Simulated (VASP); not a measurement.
Crystal: TiAl3.

```
Ti Al
1.0
    -1.91111    1.91111    4.28067
     1.91111   -1.91111    4.28067
     1.91111    1.91111   -4.28067
Ti Al
1 3
Direct
  0.00000 0.00000 0.00000
  0.25000 0.75000 0.50000
  0.75000 0.25000 0.50000
  0.50000 0.50000 0.00000
```

Base run:

```yaml
Program: VASP 6.6.1
Functional: PBE
Potentials_or_basis: VASP PAW PBE potentials, release 64 (Ti_sv, Al)
Cutoff: 520 eV
k_mesh: 10 × 10 × 10
Occupations: fermi-dirac, width 0.05 eV
Spin: no spin polarisation
```

Its results: pressure 2.0 GPa.

Problem. The run is repeated on the same cell with these changes: functional from PBE to RPBE; further incar settings from ALGO = Normal; EDIFF = 1e-06; NBANDS = 18 to ALGO = Fast; EDIFF = 1e-06; NBANDS = 18. What comes out?

Solution. Pressure 4.2 GPa.

Caveats: the PAW data sets were made with another functional, which shifts forces and pressure a little (some runs).
